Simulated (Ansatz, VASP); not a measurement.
## Two plane-wave programs on CaO

INCAR

```
PREC = Accurate
ENCUT = 520
EDIFF = 1E-6
ISMEAR = -1
SIGMA = 0.02
LREAL = False
LASPH = True
NELM = 100
ALGO = Normal
ISIF = 2
LWAVE = False
LCHARG = False
GGA = PE
NBANDS = 15
```

Contents of KPOINTS:

```
Automatic mesh
0
Gamma
  10 10 10
```

The input POSCAR:

```
CaO
1.0
    0.0000000000      2.3855623759      2.3855623759
    2.3855623759      0.0000000000      2.3855623759
    2.3855623759      2.3855623759      0.0000000000
Ca O
1 1
Direct
    0.0000000000      0.0000000000      0.0000000000
    0.5000000000      0.5000000000      0.5000000000
```

Input for Ansatz:

```yaml
crystal:
  lattice:
    - [0.0, 2.3855623759, 2.3855623759]
    - [2.3855623759, 0.0, 2.3855623759]
    - [2.3855623759, 2.3855623759, 0.0]
  atoms:
    - { symbol: Ca, position: [0.0, 0.0, 0.0] }
    - { symbol: O, position: [0.5, 0.5, 0.5] }
kpoints:
  mp_grid: { grid: [10, 10, 10] }
  band_path:
    path:
      - [0.0, 0.0, 0.0]
      - [0.5, 0.0, 0.5]
      - [0.625, 0.25, 0.625]
      - [0.375, 0.375, 0.75]
      - [0.5, 0.5, 0.5]
      - [0.5, 0.25, 0.75]
    npoints: 1
hamiltonian:
  xc: pbe
scf:
  occupations: { method: fermi_dirac, width: 0.02 }
  n_extra_bands: 4
output:
  forces: true
  stress: true
  eigenvalues: true
```

Change from the starting cell: hydrostatic strain -0.5%.

Alike in both runs: task single point; functional PBE; k mesh 10 × 10 × 10; occupations fermi-dirac, width 0.02 eV; no spin polarisation.

|  | VASP | Ansatz |
| --- | --- | --- |
| version | VASP 6.6.1 | Ansatz 0.2.0 |
| potentials or method | VASP PAW PBE potentials, release 64 (Ca_sv, O) | plane waves, PAW |
| plane-wave cutoff (eV) | 520 | 420 |
| valence electrons in the cell | 16 | 16 |

Ansatz gave:

- gap on the k mesh at the Fermi level (eV): 3.65
- pressure (GPa): 4.3

Task: What did VASP give for the same quantities?

Result: gap on the k mesh at the Fermi level (eV): 3.63; pressure (GPa): 4.9.
